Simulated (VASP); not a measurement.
# Ti (I4/mmm) in VASP: a series of runs

Ti is run at these levels: PBEsol; tasks: single point.

Everything below comes from runs of VASP 6.6.1. Logs are shortened: lines on timing, memory, paths and dates and some standing lists are left out, and cuts for length are marked.

## (1) The cell of the first run

Symmetry: I4/mmm, No. 139, tetragonal system. The conventional cell has a = 3.014 Å, b = 3.014 Å, c = 4.162 Å, α = 90.00°, β = 90.00°, γ = 90.00°. Within 3.9 Å of Ti (site symmetry 4/mmm) lie 12 Ti at 2.98 to 3.01 Å.

## (2) Single point, PBEsol (strain +0.050 along x and y, +0.025 along z)

The input, INCAR:

```
PREC     = Accurate       # precision mode
ENCUT    = 520            # plane-wave cutoff, eV
EDIFF    = 1E-6           # SCF threshold, eV
ISMEAR   = 0              # smearing method
SIGMA    = 0.15           # smearing width, eV
LREAL    = False          # projectors in reciprocal space
LASPH    = True           # aspherical terms in the spheres
NELM     = 80             # most SCF steps
ALGO     = Fast           # electronic algorithm
ISIF     = 2              # what is computed and relaxed
LWAVE    = False          # write WAVECAR
LCHARG   = False          # write CHGCAR
GGA      = PS             # functional
NBANDS   = 12             # bands
```

The input, KPOINTS:

```
Automatic mesh
0
Gamma
  20 20 20
```

The input, POSCAR:

```
Ti
1.0
    0.0000000000      2.1315000000      2.0807500000
    2.1315000000      0.0000000000      2.0807500000
    2.1315000000      2.1315000000      0.0000000000
Ti
1
Direct
    0.0000000000      0.0000000000      0.0000000000
```

Potentials or basis: VASP PAW PBE potentials, release 64 (Ti_sv).

Run with:

```console
$ cat potpaw_PBE.64/Ti_sv/POTCAR > POTCAR
$ mpirun -np 1 vasp_std > vasp.out
```

OUTCAR:

```text
PREC = Accurate
   ENCUT = 520
   EDIFF = 1E-6
   ISMEAR = 0
   LREAL = False
   LASPH = True
   NELM = 80
   ISIF = 2
   GGA = PS

 ion  position               nearest neighbor table
   1  0.000  0.000  0.000-

  LATTYP: Found a body centered tetragonal cell.
 ALAT       =     3.0143962082
 C/A-ratio  =     1.3805418109

  Lattice vectors:

 A1 = (   0.0000000000,  -2.1315000000,  -2.0807500000)
 A2 = (   0.0000000000,   2.1315000000,  -2.0807500000)
 A3 = (   2.1315000000,   0.0000000000,   2.0807500000)

Analysis of symmetry for initial positions (statically):
=====================================================================
 Subroutine PRICEL returns:
 Original cell was already a primitive cell.

 Routine SETGRP: Setting up the symmetry group for a
 body centered tetragonal supercell.

 Subroutine GETGRP returns: Found 16 space group operations
 (whereof 16 operations were pure point group operations)
 out of a pool of 16 trial point group operations.

The static configuration has the point symmetry D_4h.

Analysis of symmetry for dynamics (positions and initial velocities):
=====================================================================
 Subroutine PRICEL returns:
 Original cell was already a primitive cell.

 Routine SETGRP: Setting up the symmetry group for a
 body centered tetragonal supercell.

 Subroutine GETGRP returns: Found 16 space group operations
 (whereof 16 operations were pure point group operations)
 out of a pool of 16 trial point group operations.

The dynamic configuration has the point symmetry D_4h.

 Subroutine INISYM returns: Found 16 space group operations
 (whereof 16 operations are pure point group operations),
 and found     1 'primitive' translations

----------------------------------------------------------------------------------------

                                     Primitive cell

  volume of cell :      18.9069

  direct lattice vectors                    reciprocal lattice vectors
     0.000000000  2.131500000  2.080750000    -0.234576589  0.234576589  0.240297969
     2.131500000  0.000000000  2.080750000     0.234576589 -0.234576589  0.240297969
     2.131500000  2.131500000  0.000000000     0.234576589  0.234576589 -0.240297969

  length of vectors
     2.978726710  2.978726710  3.014396208     0.409628449  0.409628449  0.409628449

  position of ions in fractional coordinates (direct lattice)
     0.000000000  0.000000000  0.000000000

  ion indices of the primitive-cell ions
   primitive index   ion index
                 1           1

----------------------------------------------------------------------------------------

 KPOINTS: Automatic mesh

Automatic generation of k-mesh.
 Grid dimensions read from file:
 generate k-points for:   20   20   20

 Generating k-lattice:

  Cartesian coordinates                     Fractional coordinates (reciprocal lattice)
    -0.011728829  0.011728829  0.012014898     0.050000000  0.000000000  0.000000000
     0.011728829 -0.011728829  0.012014898     0.000000000  0.050000000  0.000000000
     0.011728829  0.011728829 -0.012014898     0.000000000  0.000000000  0.050000000

  Length of vectors
     0.020481422  0.020481422  0.020481422

  Shift w.r.t. Gamma in fractional coordinates (k-lattice)
     0.000000000  0.000000000  0.000000000

 Subroutine IBZKPT returns following result:
 ===========================================

 Found    641 irreducible k-points:

 Following reciprocal coordinates:
            Coordinates               Weight
  0.000000  0.000000  0.000000      1.000000
  0.050000  0.000000  0.000000      8.000000
  0.100000  0.000000  0.000000      8.000000
  0.150000  0.000000  0.000000      8.000000
  0.200000  0.000000  0.000000      8.000000
  0.250000  0.000000  0.000000      8.000000
[... 16 lines left out ...]
 -0.400000  0.050000  0.000000      8.000000
 -0.350000  0.050000  0.000000      8.000000
 [... further k-points ...]
   k-points           NKPTS =    641   k-points in BZ     NKDIM =    641   number of bands    NBANDS=     12
   number of dos      NEDOS =    301   number of ions     NIONS =      1
   total plane-waves  NPLWV =  13824
   dimension x,y,z NGX =    24 NGY =   24 NGZ =   24
   dimension x,y,z NGXF=    48 NGYF=   48 NGZF=   48
   ions per type =               1
   NGX,Y,Z   is equivalent  to a cutoff of  13.39, 13.39, 13.24 a.u.
   NGXF,Y,Z  is equivalent  to a cutoff of  26.79, 26.79, 26.47 a.u.
 SYSTEM =  unknown system
   PREC   = accura    normal or accurate (medium, high low for compatibility)
   ISTART =      0    job   : 0-new  1-cont  2-samecut
   ICHARG =      2    charge: 1-file 2-atom 10-const
   ISPIN  =      1    spin polarized calculation?
   LNONCOLLINEAR =      F non collinear calculations
   LSORBIT =      F    spin-orbit coupling
   LASPH  =      T    aspherical Exc in radial PAW
   ENCUT  =  520.0 eV  38.22 Ry    6.18 a.u.   5.54  5.54  5.60*2*pi/ulx,y,z
   NELM   =     80;   NELMIN=  2; NELMDL= -5     # of ELM steps
   EDIFF  = 0.1E-05   stopping-criterion for ELM
   LREAL  =      F    real-space projection
   EDIFFG = 0.1E-04   stopping-criterion for IOM
   NSW    =      0    number of steps for IOM
   IBRION =     -1    ionic relax: 0-MD 1-quasi-New 2-CG
   NFREE  =      0    steps in history (QN), initial steepest desc. (CG)
   ISIF   =      2    stress and relaxation
   ISYM   =      2    0-nonsym 1-usesym 2-fastsym
   POTIM  = 0.5000    time-step for ionic-motion
   TEBEG  =    0.0;   TEEND  =   0.0 temperature during run
   PSTRESS=    0.0 pullay stress
   NELECT =      12.0000    total number of electrons
   NUPDOWN=      -1.0000    fix difference up-down
   EMIN   =  10.00;   EMAX   =-10.00  energy-range for DOS
   EFERMI =   0.00;   METHOD = LEGACY
   ISMEAR =     0;   SIGMA  =   0.15  broadening in eV -4-tet -1-fermi 0-gaus
   EFERMI_NEDOS =   21; number of points for ismear=-14 and -15
   IALGO  =     68    algorithm
   IMIX   =      4    mixing-type and parameters
     AMIX     =   0.40;   BMIX     =  1.00
     AMIX_MAG =   1.60;   BMIX_MAG =  1.00
  volume/ion in A,a.u.               =      18.91       127.59
  Fermi-wavevector in a.u.,A,eV,Ry     =   1.406895  2.658646 26.930744  1.979354
  Thomas-Fermi vector in A             =   2.529209
   LORBIT       =      0    0 simple, 1 ext, 2 COOP (PROOUT), +10 PAW based schemes
   GGA     = PS    functional components
   LHFCALC =     F    Hartree Fock is set to
   AEXX    =    0.0000 exact exchange contribution
   IVDW    =     0    specifies the selected vdW correction
   LEPSILON=     F    determine dielectric tensor
   LRPA    =     F    only Hartree local field effects (RPA)
 non-spin polarized calculation
 RMM-DIIS sequential band-by-band and
 Gauss-broadening in eV      SIGMA  =   0.15
  energy-cutoff  :      520.00
  volume of cell :       18.91
 maximum number of plane-waves:       533
 NGX is ok and might be reduce to    24
   NGX = 11   NGY = 11   NGZ = 11

 number of electron      12.0000001 magnetization

 Free energy of the ion-electron system (eV)
  ---------------------------------------------------
  ext. energy  EPLUGINS =         0.00000000
  ---------------------------------------------------
  free energy    TOTEN  =        -8.20289506 eV

  energy without entropy =       -8.18100781  energy(sigma->0) =       -8.19195144

 E-fermi :   7.2258     XC(G=0): -11.2369

 val. band max:        7.2228301432   @ k =   0.5000   0.1500   0.3000
 cond. band min:       7.2263599068   @ k =  -0.3500   0.1500   0.3000
 fundamental gap:      0.0035297636
 Fermi energy:         7.2257647736

 k-point     1 :       0.0000    0.0000    0.0000
  band No.  band energies     occupation
      1     -49.4062      2.00000
      2     -25.4462      2.00000
      3     -25.4462      2.00000
      4     -25.4423      2.00000
      5       1.3433      2.00000
      6       7.9912      0.00000
      7       7.9912      0.00000
      8       8.1599      0.00000
      9       9.3865      0.00000
     10       9.5782      0.00000
     11      22.0383      0.00000
     12      25.8905      0.00000

 k-point     2 :       0.0500    0.0000    0.0000
  band No.  band energies     occupation
      1     -49.4041      2.00000
      2     -25.4579      2.00000
      3     -25.4480      2.00000
      4     -25.4448      2.00000
      5       1.4185      2.00000
      6       7.9667      0.00000
      7       8.0177      0.00000
      8       8.1663      0.00000
      9       9.3717      0.00000
     10       9.5596      0.00000
     11      22.0855      0.00000
     12      25.3367      0.00000

 k-point     3 :       0.1000    0.0000    0.0000
  band No.  band energies     occupation
      1     -49.3979      2.00000
      2     -25.4950      2.00000
      3     -25.4534      2.00000
      4     -25.4492      2.00000
      5       1.6403      2.00000
      6       7.8641      0.00000
      7       8.0879      0.00000
      8       8.2165      0.00000
      9       9.3384      0.00000
     10       9.5134      0.00000
     11      22.1458      0.00000
     12      24.1149      0.00000
[... 286 lines left out ...]
 k-point    23 :      -0.4000    0.0500    0.0000
  band No.  band energies     occupation
      1     -49.3237      2.00000
      2     -25.9176      2.00000
      3     -25.5154      2.00000
      4     -25.5109      2.00000
      5       4.6781      2.00000
      6       7.3653      0.18826
      7       7.9418      0.00000
      8       8.0626      0.00000
      9      10.2318      0.00000
     10      10.4494      0.00000
     11      15.3177      0.00000
     12      21.5091      0.00000

 k-point    24 :      -0.3500    0.0500    0.0000
  band No.  band energies     occupation
      1     -49.3324      2.00000
      2     -25.8686      2.00000
      3     -25.5068      2.00000
      4     -25.5062      2.00000
      5       4.3364      2.00000
      6       7.2134      1.09271
      7       8.0196      0.00000
      8       8.1212      0.00000
      9       9.9759      0.00000
     10      10.2765      0.00000
     11      16.3196      0.00000
     12      21.7898      0.00000

 [... further k-points ...]

------------------------ aborting loop because EDIFF is reached ----------------------------------------

  FORCE on cell =-STRESS in cart. coord.  units (eV):
  Direction    XX          YY          ZZ          XY          YZ          ZX
  --------------------------------------------------------------------------------------
  -------------------------------------------------------------------------------------
  Total       -1.3930005     -1.3930005     -1.2989889      0.0000000     -0.0000000     -0.0000000
  in kB     -118.0432854   -118.0432854   -110.0767098      0.0000000     -0.0000000     -0.0000000
  external PRESSURE =    -115.3877602 kB  Pullay stress =       0.0000000 kB

 VOLUME and BASIS-vectors are now :
 -----------------------------------------------------------------------------
  energy-cutoff  :      520.00
  volume of cell :       18.91
      direct lattice vectors                 reciprocal lattice vectors
     0.000000000  2.131500000  2.080750000    -0.234576589  0.234576589  0.240297969
     2.131500000  0.000000000  2.080750000     0.234576589 -0.234576589  0.240297969
     2.131500000  2.131500000  0.000000000     0.234576589  0.234576589 -0.240297969

 POSITION                                       TOTAL-FORCE (eV/Angst)
 -----------------------------------------------------------------------------------
      0.00000      0.00000      0.00000         0.000000      0.000000     -0.000000
 -----------------------------------------------------------------------------------
    total drift:                                0.000000      0.000000     -0.000000

  FREE ENERGIE OF THE ION-ELECTRON SYSTEM (eV)
  ---------------------------------------------------
  free  energy   TOTEN  =        -8.2028950593 eV

  energy  without entropy=       -8.1810078111  energy(sigma->0) =       -8.19195144
```

Wall time 3.1 min (1 thread of Intel Xeon Platinum 8375C at 2.90GHz (Ice Lake), shared host); peak memory 0.25 GiB.

Results:

| Property | Result |
| --- | --- |
| Free energy | -8.2029 eV |
| Pressure | -11.5 GPa |
| Band gap on the k mesh | zero (band 6 reaches 8.03 eV, above the bottom of band 7 at 6.85 eV) |

Levels at points of the mesh, in eV from the Fermi level:
```csv
k point,band 2,band 3,band 4,band 5,band 6,band 7,band 8,band 9,band 10,band 11
"(0.00, 0.00, 0.00)",-32.67,-32.67,-32.67,-5.88,0.77,0.77,0.93,2.16,2.35,14.81
"(0.50, 0.00, 0.00)",-33.18,-32.75,-32.73,-2.41,0.47,0.62,0.81,3.18,3.26,7.33
"(0.50, 0.50, 0.00)",-33.15,-32.87,-32.87,-2.29,-1.53,2.78,3.20,3.48,3.48,10.73
"(0.50, 0.00, 0.50)",-33.15,-32.86,-32.83,-2.31,-1.48,2.36,3.21,3.41,3.53,9.45
```

Caveat: the cell differs from its parent crystal (strain +0.050 along x and y, +0.025 along z); the PAW data sets were made with another functional, which shifts forces and pressure a little.

## (3) Single point, PBEsol (strain -0.050 along x and y, -0.025 along z)

The input, INCAR:

```
  PREC = Accurate
  ENCUT = 520
  EDIFF = 1E-7
  ISMEAR = 0
  SIGMA = 0.15
  LREAL = F
  LASPH = T
  NELM = 100
  ALGO = Fast
  ISIF = 2
  LWAVE = F
  LCHARG = F
  GGA = PS
  NBANDS = 12
```

The input, KPOINTS:

```
regular mesh
0
Gamma
  20 20 20
```

The input, POSCAR:

```
Ti
1.0
    0.0000000000      1.9285000000      1.9792500000
    1.9285000000      0.0000000000      1.9792500000
    1.9285000000      1.9285000000      0.0000000000
Ti
1
Direct
    0.0000000000      0.0000000000      0.0000000000
```

Potentials or basis: VASP PAW PBE potentials, release 64 (Ti_sv).

Run with:

```console
$ cat potpaw_PBE.64/Ti_sv/POTCAR > POTCAR
$ mpirun -np 1 vasp_std > vasp.out
```

OUTCAR:

```text
PREC = Accurate
   ENCUT = 520
   EDIFF = 1E-7
   ISMEAR = 0
   LREAL = F
   LASPH = T
   NELM = 100
   ISIF = 2
   GGA = PS

 ion  position               nearest neighbor table
   1  0.000  0.000  0.000-

  LATTYP: Found a body centered tetragonal cell.
 ALAT       =     2.7273108550
 C/A-ratio  =     1.4514297088

  Lattice vectors:

 A1 = (  -1.9285000000,   0.0000000000,   1.9792500000)
 A2 = (   1.9285000000,   0.0000000000,   1.9792500000)
 A3 = (   0.0000000000,   1.9285000000,  -1.9792500000)

Analysis of symmetry for initial positions (statically):
=====================================================================
 Subroutine PRICEL returns:
 Original cell was already a primitive cell.

 Routine SETGRP: Setting up the symmetry group for a
 body centered tetragonal supercell.

 Subroutine GETGRP returns: Found 16 space group operations
 (whereof 16 operations were pure point group operations)
 out of a pool of 16 trial point group operations.

The static configuration has the point symmetry D_4h.

Analysis of symmetry for dynamics (positions and initial velocities):
[... 170 lines left out ...]
      3     -21.9655      2.00000
      4     -21.9655      2.00000
      5       3.5182      2.00000
      6      10.7561      0.00000
      7      11.0075      0.00000
      8      11.0075      0.00000
      9      12.7993      0.00000
     10      13.1027      0.00000
     11      26.1587      0.00000
     12      30.9033      0.00000
[... 331 lines left out ...]
 k-point    24 :      -0.3500    0.0500    0.0000
  band No.  band energies     occupation
      1     -46.0660      2.00000
      2     -22.9325      2.00000
      3     -22.1336      2.00000
      4     -22.0605      2.00000
      5       6.7643      2.00000
      6      10.1976      0.02554
      7      10.7577      0.00000
      8      11.1145      0.00000
      9      13.6011      0.00000
     10      14.1450      0.00000
     11      21.7889      0.00000
     12      26.0960      0.00000

 [... further k-points ...]

------------------------ aborting loop because EDIFF is reached ----------------------------------------

  FORCE on cell =-STRESS in cart. coord.  units (eV):
  Direction    XX          YY          ZZ          XY          YZ          ZX
  --------------------------------------------------------------------------------------
  -------------------------------------------------------------------------------------
  Total        1.6018453      1.6018453      1.5135147      0.0000000      0.0000000     -0.0000000
  in kB      174.3256169    174.3256169    164.7127758      0.0000000      0.0000000     -0.0000000
  external PRESSURE =     171.1213365 kB  Pullay stress =       0.0000000 kB

 VOLUME and BASIS-vectors are now :
 -----------------------------------------------------------------------------
  energy-cutoff  :      520.00
  volume of cell :       14.72
      direct lattice vectors                 reciprocal lattice vectors
     0.000000000  1.928500000  1.979250000    -0.259268862  0.259268862  0.252620942
     1.928500000  0.000000000  1.979250000     0.259268862 -0.259268862  0.252620942
     1.928500000  1.928500000  0.000000000     0.259268862  0.259268862 -0.252620942

 POSITION                                       TOTAL-FORCE (eV/Angst)
 -----------------------------------------------------------------------------------
      0.00000      0.00000      0.00000         0.000000      0.000000      0.000000
 -----------------------------------------------------------------------------------
    total drift:                                0.000000      0.000000     -0.000000

  FREE ENERGIE OF THE ION-ELECTRON SYSTEM (eV)
  ---------------------------------------------------
  free  energy   TOTEN  =        -8.1970209520 eV

  energy  without entropy=       -8.1810913495  energy(sigma->0) =       -8.18905615
```

OSZICAR:

```text
N       E                     dE             d eps       ncg     rms          rms(c)
DAV:   1     0.858969472350E+02    0.85897E+02   -0.65695E+03 15492   0.124E+03
DAV:   2    -0.502416289333E+01   -0.90921E+02   -0.88294E+02 15604   0.299E+02
DAV:   3    -0.895811695109E+01   -0.39340E+01   -0.38924E+01 20584   0.639E+01
[... 17 lines left out ...]
RMM:  21    -0.819702030424E+01   -0.45529E-06   -0.44433E-06 16313   0.915E-03    0.555E-04
RMM:  22    -0.819702057427E+01   -0.27003E-06   -0.23410E-06 15119   0.679E-03    0.325E-04
RMM:  23    -0.819702074857E+01   -0.17430E-06   -0.16710E-06 13949   0.534E-03    0.136E-04
RMM:  24    -0.819702087378E+01   -0.12521E-06   -0.11001E-06 13626   0.435E-03    0.170E-04
RMM:  25    -0.819702095201E+01   -0.78231E-07   -0.77828E-07 11420   0.329E-03
   1 F= -.81970210E+01 E0= -.81890562E+01  d E =-.159296E-01
```

It took 3.6 min on 1 thread of Intel Xeon Platinum 8375C at 2.90GHz (Ice Lake), shared host; peak memory 0.22 GiB.

What came out:

```yaml
Free_energy: -8.1970 eV
Pressure: 17.1 GPa
Band_gap_on_the_k_mesh: zero (band 6 reaches 10.82 eV, above the bottom of band 7 at 9.44 eV)
```

Stress tensor (GPa, compression positive):
```
17.43  0.00  0.00
 0.00 17.43  0.00
 0.00  0.00 16.47
```

Caveat: the cell differs from its parent crystal (strain -0.050 along x and y, -0.025 along z); the PAW data sets were made with another functional, which shifts forces and pressure a little.

[end of part 1 of 2]
